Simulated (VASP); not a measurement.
# P (P-1) in VASP: notebook

The runs below take P through single point, with PBE.

All numbers are computed with VASP 6.6.1; they aren't measurements. Logs are shortened: lines on timing, memory, paths and dates and some standing lists are left out, and cuts for length are marked.

## (1) The cell of the first run

The typed cell holds 2 atoms: a = 3.689 Å, b = 3.679 Å, c = 3.736 Å, α = 55.08°, β = 55.17°, γ = 55.45°.

## (2) Single point, PBE (atoms moved at random and the cell strained at random)

INCAR

```
ALGO = Normal
EDIFF = 1E-6
ENCUT = 520
GGA = PE
ISIF = 2
ISMEAR = 0
LASPH = True
LCHARG = False
LREAL = False
LWAVE = False
NBANDS = 12
NELM = 100
PREC = Accurate
SIGMA = 0.1
```

KPOINTS

```
k-points
0
Gamma
  14 14 14
```

POSCAR

```
P
1.0
    1.7193387804      0.9633365082      3.1182195681
   -1.7084001116      0.9574000136      3.1140778277
    0.0003281793     -2.0146269220      3.1460391348
P
2
Direct
    0.2273585605      0.2353146362      0.2179828290
    0.7726414395      0.7646853638      0.7820171710
```

Potentials or basis: VASP PAW PBE potentials, release 64 (P).

On the command line:

```console
$ cat potpaw_PBE.64/P/POTCAR > POTCAR
$ mpirun -np 1 vasp_std > vasp.out
```

OUTCAR:

```text
EDIFF = 1E-6
   ENCUT = 520
   GGA = PE
   ISIF = 2
   ISMEAR = 0
   LASPH = True
   LREAL = False
   NELM = 100
   PREC = Accurate

 ion  position               nearest neighbor table
   1  0.227  0.235  0.218-   2 2.25   2 2.29   2 2.31   2 2.75   2 2.83   2 2.86
   2  0.773  0.765  0.782-   1 2.25   1 2.29   1 2.31   1 2.75   1 2.83   1 2.86

  LATTYP: Found a triclinic cell.
 ALAT       =     6.0976256740
 B/A-ratio  =     0.5621444671
 C/A-ratio  =     0.6126665066
 COS(alpha) =     0.0001714250
 COS(beta)  =     0.3455743046
 COS(gamma) =     0.8450039234

  Lattice vectors:

 A1 = (  -5.1470776724,  -0.9692730028,  -3.1223613085)
 A2 = (  -3.4277388920,  -0.0059364946,  -0.0041417404)
 A3 = (  -0.0003281793,   2.0146269220,  -3.1460391348)

Analysis of symmetry for initial positions (statically):
=====================================================================
 Subroutine PRICEL returns:
 Original cell was already a primitive cell.

 Routine SETGRP: Setting up the symmetry group for a
 triclinic supercell.

 Subroutine GETGRP returns: Found  2 space group operations
 (whereof  2 operations were pure point group operations)
 out of a pool of  2 trial point group operations.

The static configuration has the point symmetry S_2 .

Analysis of symmetry for dynamics (positions and initial velocities):
=====================================================================
 Subroutine PRICEL returns:
 Original cell was already a primitive cell.

 Routine SETGRP: Setting up the symmetry group for a
 triclinic supercell.

 Subroutine GETGRP returns: Found  2 space group operations
 (whereof  2 operations were pure point group operations)
 out of a pool of  2 trial point group operations.

The dynamic configuration has the point symmetry S_2 .

 Subroutine INISYM returns: Found  2 space group operations
 (whereof  2 operations are pure point group operations),
 and found     1 'primitive' translations

----------------------------------------------------------------------------------------

                                     Primitive cell

  volume of cell :      31.8752

  direct lattice vectors                    reciprocal lattice vectors
     1.719338780  0.963336508  3.118219568     0.291314968  0.168648841  0.107967154
    -1.708400112  0.957400014  3.114077828    -0.292162665  0.169664307  0.108678293
     0.000328179 -2.014626922  3.146039135     0.000455571 -0.335098175  0.103273364

  length of vectors
     3.688825876  3.678685423  3.735811020     0.353502119  0.354902763  0.350651368

  position of ions in fractional coordinates (direct lattice)
     0.227358561  0.235314636  0.217982829
     0.772641439  0.764685364  0.782017171

  ion indices of the primitive-cell ions
   primitive index   ion index
                 1           1
                 2           2

----------------------------------------------------------------------------------------

 KPOINTS: k-points

Automatic generation of k-mesh.
 Grid dimensions read from file:
 generate k-points for:   14   14   14

 Generating k-lattice:

  Cartesian coordinates                     Fractional coordinates (reciprocal lattice)
     0.020808212  0.012046346  0.007711940     0.071428571  0.000000000  0.000000000
    -0.020868762  0.012118879  0.007762735    -0.000000000  0.071428571  0.000000000
     0.000032541 -0.023935584  0.007376669     0.000000000 -0.000000000  0.071428571

  Length of vectors
     0.025250151  0.025350197  0.025046526

  Shift w.r.t. Gamma in fractional coordinates (k-lattice)
     0.000000000  0.000000000  0.000000000

 Subroutine IBZKPT returns following result:
 ===========================================

 Found   1376 irreducible k-points:

 Following reciprocal coordinates:
            Coordinates               Weight
  0.000000  0.000000  0.000000      1.000000
  0.071429 -0.000000 -0.000000      2.000000
  0.142857 -0.000000  0.000000      2.000000
  0.214286 -0.000000  0.000000      2.000000
  0.285714  0.000000 -0.000000      2.000000
  0.357143  0.000000 -0.000000      2.000000
[... 16 lines left out ...]
  0.000000  0.142857  0.000000      2.000000
  0.071429  0.142857 -0.000000      2.000000
 [... further k-points ...]
   k-points           NKPTS =   1376   k-points in BZ     NKDIM =   1376   number of bands    NBANDS=     12
   number of dos      NEDOS =    301   number of ions     NIONS =      2
   total plane-waves  NPLWV =  21952
   dimension x,y,z NGX =    28 NGY =   28 NGZ =   28
   dimension x,y,z NGXF=    56 NGYF=   56 NGZF=   56
   ions per type =               2
   NGX,Y,Z   is equivalent  to a cutoff of  12.62, 12.65, 12.46 a.u.
   NGXF,Y,Z  is equivalent  to a cutoff of  25.24, 25.31, 24.92 a.u.
 SYSTEM =  unknown system
   PREC   = accura    normal or accurate (medium, high low for compatibility)
   ISTART =      0    job   : 0-new  1-cont  2-samecut
   ICHARG =      2    charge: 1-file 2-atom 10-const
   ISPIN  =      1    spin polarized calculation?
   LNONCOLLINEAR =      F non collinear calculations
   LSORBIT =      F    spin-orbit coupling
   LASPH  =      T    aspherical Exc in radial PAW
   ENCUT  =  520.0 eV  38.22 Ry    6.18 a.u.   6.86  6.84  6.95*2*pi/ulx,y,z
   NELM   =    100;   NELMIN=  2; NELMDL= -5     # of ELM steps
   EDIFF  = 0.1E-05   stopping-criterion for ELM
   LREAL  =      F    real-space projection
   EDIFFG = 0.1E-04   stopping-criterion for IOM
   NSW    =      0    number of steps for IOM
   IBRION =     -1    ionic relax: 0-MD 1-quasi-New 2-CG
   NFREE  =      0    steps in history (QN), initial steepest desc. (CG)
   ISIF   =      2    stress and relaxation
   ISYM   =      2    0-nonsym 1-usesym 2-fastsym
   POTIM  = 0.5000    time-step for ionic-motion
   TEBEG  =    0.0;   TEEND  =   0.0 temperature during run
   PSTRESS=    0.0 pullay stress
   NELECT =      10.0000    total number of electrons
   NUPDOWN=      -1.0000    fix difference up-down
   EMIN   =  10.00;   EMAX   =-10.00  energy-range for DOS
   EFERMI =   0.00;   METHOD = LEGACY
   ISMEAR =     0;   SIGMA  =   0.10  broadening in eV -4-tet -1-fermi 0-gaus
   EFERMI_NEDOS =   21; number of points for ismear=-14 and -15
   IALGO  =     38    algorithm
   IMIX   =      4    mixing-type and parameters
     AMIX     =   0.40;   BMIX     =  1.00
     AMIX_MAG =   1.60;   BMIX_MAG =  1.00
  volume/ion in A,a.u.               =      15.94       107.55
  Fermi-wavevector in a.u.,A,eV,Ry     =   1.112390  2.102113 16.836015  1.237412
  Thomas-Fermi vector in A             =   2.248964
   LORBIT       =      0    0 simple, 1 ext, 2 COOP (PROOUT), +10 PAW based schemes
   GGA     = PE    functional components
   LHFCALC =     F    Hartree Fock is set to
   AEXX    =    0.0000 exact exchange contribution
   IVDW    =     0    specifies the selected vdW correction
   LEPSILON=     F    determine dielectric tensor
   LRPA    =     F    only Hartree local field effects (RPA)
 non-spin polarized calculation
 Gauss-broadening in eV      SIGMA  =   0.10
  energy-cutoff  :      520.00
  volume of cell :       31.88
 maximum number of plane-waves:       874
   NGX = 13   NGY = 13   NGZ = 13

 number of electron      10.0000000 magnetization

 Free energy of the ion-electron system (eV)
  ---------------------------------------------------
  ext. energy  EPLUGINS =         0.00000000
  ---------------------------------------------------
  free energy    TOTEN  =       -10.63146835 eV

  energy without entropy =      -10.63030592  energy(sigma->0) =      -10.63088713

 E-fermi :   9.1710     XC(G=0): -10.8052

 val. band max:        9.1591393661   @ k =  -0.0714   0.3571   0.0000
 cond. band min:       9.1757879370   @ k =  -0.4286  -0.4286   0.0714
 fundamental gap:      0.0166485709
 Fermi energy:         9.1710451023

 k-point     1 :       0.0000    0.0000    0.0000
  band No.  band energies     occupation
      1      -7.5223      2.00000
      2       5.5903      2.00000
      3       5.8956      2.00000
      4       6.1727      2.00000
      5       6.3038      2.00000
      6      10.4643      0.00000
      7      11.5255      0.00000
      8      12.0201      0.00000
      9      14.7089      0.00000
     10      15.3098      0.00000
     11      16.2404      0.00000
     12      16.4084      0.00000

 k-point     2 :       0.0714   -0.0000   -0.0000
  band No.  band energies     occupation
      1      -7.4384      2.00000
      2       4.7203      2.00000
      3       5.9611      2.00000
      4       6.1088      2.00000
      5       6.6969      2.00000
      6      10.7391      0.00000
      7      11.5846      0.00000
      8      11.9514      0.00000
      9      14.2695      0.00000
     10      14.6841      0.00000
     11      15.4132      0.00000
     12      17.2081      0.00000

 k-point     3 :       0.1429   -0.0000    0.0000
  band No.  band energies     occupation
      1      -7.1874      2.00000
      2       3.4048      2.00000
      3       5.7792      2.00000
      4       5.9331      2.00000
      5       7.2356      2.00000
      6      10.9147      0.00000
      7      11.6630      0.00000
      8      11.7869      0.00000
      9      13.6199      0.00000
     10      14.4403      0.00000
     11      15.0064      0.00000
     12      18.6610      0.00000

 k-point     4 :       0.2143   -0.0000    0.0000
  band No.  band energies     occupation
      1      -6.7718      2.00000
      2       1.9635      2.00000
      3       5.6202      2.00000
      4       5.7136      2.00000
      5       7.6730      2.00000
      6      10.6486      0.00000
      7      11.0773      0.00000
      8      11.3016      0.00000
      9      14.2836      0.00000
     10      14.9058      0.00000
     11      15.0220      0.00000
     12      20.3230      0.00000

 k-point     5 :       0.2857    0.0000   -0.0000
  band No.  band energies     occupation
      1      -6.1964      2.00000
      2       0.5170      2.00000
      3       5.5051      2.00000
      4       5.5407      2.00000
      5       8.0092      2.00000
      6      10.1546      0.00000
      7      10.3587      0.00000
      8      10.6550      0.00000
      9      15.2284      0.00000
     10      15.6719      0.00000
     11      16.1096      0.00000
     12      22.1058      0.00000
[... 228 lines left out ...]
      1      -6.9781      2.00000
      2       2.7799      2.00000
      3       5.3936      2.00000
      4       6.2253      2.00000
      5       7.0378      2.00000
      6      10.8529      0.00000
      7      11.3144      0.00000
      8      11.5436      0.00000
      9      13.4462      0.00000
     10      14.8362      0.00000
     11      15.8255      0.00000
     12      18.3473      0.00000

 k-point    22 :      -0.0714    0.0714    0.0000
  band No.  band energies     occupation
      1      -7.2908      2.00000
      2       4.0162      2.00000
      3       5.7592      2.00000
      4       6.1490      2.00000
      5       6.7678      2.00000
      6      11.0798      0.00000
      7      11.4298      0.00000
      8      11.9420      0.00000
      9      13.6396      0.00000
     10      14.2030      0.00000
     11      15.9599      0.00000
     12      17.2007      0.00000

 k-point    23 :       0.0000    0.1429    0.0000
  band No.  band energies     occupation
      1      -7.1831      2.00000
      2       3.4121      2.00000
      3       5.6511      2.00000
      4       6.0352      2.00000
      5       7.2453      2.00000
      6      10.9810      0.00000
      7      11.4711      0.00000
      8      11.9731      0.00000
      9      13.5498      0.00000
     10      14.4120      0.00000
     11      14.9335      0.00000
     12      18.6728      0.00000

 k-point    24 :       0.0714    0.1429   -0.0000
  band No.  band energies     occupation
      1      -7.2255      2.00000
      2       3.6673      2.00000
      3       5.2707      2.00000
      4       5.8925      2.00000
      5       7.8347      2.00000
      6      10.8321      0.00000
      7      11.0830      0.00000
      8      12.3375      0.00000
      9      13.9257      0.00000
     10      14.2220      0.00000
     11      15.6488      0.00000
     12      17.5458      0.00000

 [... further k-points ...]

------------------------ aborting loop because EDIFF is reached ----------------------------------------

  FORCE on cell =-STRESS in cart. coord.  units (eV):
  Direction    XX          YY          ZZ          XY          YZ          ZX
  --------------------------------------------------------------------------------------
  -------------------------------------------------------------------------------------
  Total        0.5643672      0.8875847      0.3933449     -0.0705171      0.1462399      0.1408392
  in kB       28.3673942     44.6136213     19.7711184     -3.5444778      7.3506113      7.0791512
  external PRESSURE =      30.9173780 kB  Pullay stress =       0.0000000 kB

 VOLUME and BASIS-vectors are now :
 -----------------------------------------------------------------------------
  energy-cutoff  :      520.00
  volume of cell :       31.88
      direct lattice vectors                 reciprocal lattice vectors
     1.719338780  0.963336508  3.118219568     0.291314968  0.168648841  0.107967154
    -1.708400112  0.957400014  3.114077828    -0.292162665  0.169664307  0.108678293
     0.000328179 -2.014626922  3.146039135     0.000455571 -0.335098175  0.103273364

 POSITION                                       TOTAL-FORCE (eV/Angst)
 -----------------------------------------------------------------------------------
     -0.01103      0.00516      2.12752         0.171266     -0.189203      0.368343
      0.02230     -0.09905      7.25081        -0.171266      0.189203     -0.368343
 -----------------------------------------------------------------------------------
    total drift:                                0.000000     -0.000000     -0.000000

  FREE ENERGIE OF THE ION-ELECTRON SYSTEM (eV)
  ---------------------------------------------------
  free  energy   TOTEN  =       -10.6314683510 eV

  energy  without entropy=      -10.6303059184  energy(sigma->0) =      -10.63088713
```

Run time: 2.8 min. Hardware: 1 thread of Intel Xeon 6975P-C (Granite Rapids), shared host; peak memory 0.48 GiB.

What came out:

```
Free energy            : -10.6315 eV
Pressure               : 3.1 GPa
Largest force          : 0.448 eV/Å
Band gap on the k mesh : zero (band 5 reaches 9.62 eV, above the bottom of band 6 at 8.86 eV)
```

Forces in eV/Å, atoms in the order of the input:
```
P    0.171 -0.189  0.368
P   -0.171  0.189 -0.368
```

Caveat: the cell differs from its parent crystal (atoms moved at random and the cell strained at random).

## (3) Single point, PBE (one atom moved)

INCAR

```
ALGO     = Normal         # electronic algorithm
EDIFF    = 1E-7           # SCF threshold, eV
ENCUT    = 520            # plane-wave cutoff, eV
GGA      = PE             # functional
ISIF     = 2              # what is computed and relaxed
ISMEAR   = 0              # smearing method
LASPH    = True           # aspherical terms in the spheres
LCHARG   = False          # write CHGCAR
LREAL    = False          # projectors in reciprocal space
LWAVE    = False          # write WAVECAR
NBANDS   = 12             # bands
NELM     = 100            # most SCF steps
PREC     = Accurate       # precision mode
SIGMA    = 0.1            # smearing width, eV
```

KPOINTS

```
k-points
0
Gamma
  12 12 12
```

POSCAR

```
P
1.0
    1.7257251780      0.9963478961      3.1296800121
   -1.7257251780      0.9963478961      3.1296800121
    0.0000000000     -1.9926957921      3.1296800121
P
2
Direct
    0.2356022539      0.2521518183      0.2051907498
    0.7729197500      0.7729197500      0.7729197500
```

Potentials or basis: VASP PAW PBE potentials, release 64 (P).

On the command line:

```console
$ cat potpaw_PBE.64/P/POTCAR > POTCAR
$ mpirun -np 1 vasp_std > vasp.out
```

OUTCAR:

```text
EDIFF = 1E-7
   ENCUT = 520
   GGA = PE
   ISIF = 2
   ISMEAR = 0
   LASPH = True
   LREAL = False
   NELM = 100
   PREC = Accurate

 ion  position               nearest neighbor table
   1  0.236  0.252  0.205-   2 2.26   2 2.30   2 2.38   2 2.74   2 2.81   2 2.84
   2  0.773  0.773  0.773-   1 2.26   1 2.30   1 2.38   1 2.74   1 2.81   1 2.84

  LATTYP: Found a trigonal (rhomboedric) cell.
 ALAT       =     3.7102201415
 COS(alpha) =     0.5673129383

  Lattice vectors:

 A1 = (   1.7257251780,   0.9963478961,   3.1296800121)
 A2 = (  -1.7257251780,   0.9963478961,   3.1296800121)
 A3 = (   0.0000000000,  -1.9926957921,   3.1296800121)

Analysis of symmetry for initial positions (statically):
=====================================================================
 Subroutine PRICEL returns:
 Original cell was already a primitive cell.

 Routine SETGRP: Setting up the symmetry group for a
 trigonal (rhombohedral) supercell.

 Subroutine GETGRP returns: Found  2 space group operations
 (whereof  1 operations were pure point group operations)
 out of a pool of 12 trial point group operations.

The static configuration has the point symmetry C_1 .
[... 177 lines left out ...]
      6      10.4566      0.00000
      7      11.3052      0.00000
      8      12.1543      0.00000
      9      14.3411      0.00000
     10      15.0629      0.00000
     11      15.8517      0.00000
     12      15.8702      0.00000
[... 331 lines left out ...]
 k-point    24 :      -0.1667    0.0000   -0.0833
  band No.  band energies     occupation
      1      -7.1135      2.00000
      2       3.0285      2.00000
      3       5.0569      2.00000
      4       5.9461      2.00000
      5       7.6129      2.00000
      6      10.6199      0.00000
      7      11.0656      0.00000
      8      12.1716      0.00000
      9      13.3752      0.00000
     10      14.3177      0.00000
     11      15.6876      0.00000
     12      17.3900      0.00000

 [... further k-points ...]

------------------------ aborting loop because EDIFF is reached ----------------------------------------

  FORCE on cell =-STRESS in cart. coord.  units (eV):
  Direction    XX          YY          ZZ          XY          YZ          ZX
  --------------------------------------------------------------------------------------
  -------------------------------------------------------------------------------------
  Total        0.1378161      0.3991205     -0.2022927     -0.0427121     -0.2838983      0.1266871
  in kB        6.8387483     19.8052721    -10.0382245     -2.1194727    -14.0876805      6.2865022
  external PRESSURE =       5.5352653 kB  Pullay stress =       0.0000000 kB

 VOLUME and BASIS-vectors are now :
 -----------------------------------------------------------------------------
  energy-cutoff  :      520.00
  volume of cell :       32.29
      direct lattice vectors                 reciprocal lattice vectors
     1.725725178  0.996347896  3.129680012     0.289733271  0.167277582  0.106507161
    -1.725725178  0.996347896  3.129680012    -0.289733271  0.167277582  0.106507161
     0.000000000 -1.992695792  3.129680012     0.000000000 -0.334555164  0.106507161

 POSITION                                       TOTAL-FORCE (eV/Angst)
 -----------------------------------------------------------------------------------
     -0.02856      0.07709      2.16870         0.169462     -0.318368     -0.038703
      0.00000      0.00000      7.25697        -0.169462      0.318368      0.038703
 -----------------------------------------------------------------------------------
    total drift:                                0.000000      0.000000      0.000002

  FREE ENERGIE OF THE ION-ELECTRON SYSTEM (eV)
  ---------------------------------------------------
  free  energy   TOTEN  =       -10.6363750591 eV

  energy  without entropy=      -10.6350219967  energy(sigma->0) =      -10.63569853
```

stdout:

```text
POSCAR found type information on POSCAR P
 POSCAR found :  1 types and       2 ions
 scaLAPACK will be used
 LDA part: xc-table for (Slater+PW92), standard interpolation
 POSCAR, INCAR and KPOINTS ok, starting setup
 FFT: planning ... GRIDC
 FFT: planning ... GRID_SOFT
 FFT: planning ... GRID
 WAVECAR not read
 entering main loop
```

It took 2 min on 1 thread of Intel Xeon 6975P-C (Granite Rapids), shared host; peak memory 0.36 GiB.

What came out:

```
Free energy            : -10.6364 eV
Pressure               : 0.6 GPa
Largest force          : 0.363 eV/Å
Band gap on the k mesh : zero (band 5 reaches 9.44 eV, above the bottom of band 6 at 8.60 eV)
```

Forces in eV/Å, atoms in the order of the input:
```
P    0.169 -0.318 -0.039
P   -0.169  0.318  0.039
```

Stress tensor (GPa, compression positive):
```
 0.68 -0.21  0.63
-0.21  1.98 -1.41
 0.63 -1.41 -1.00
```

Caveat: the cell differs from its parent crystal (one atom moved).
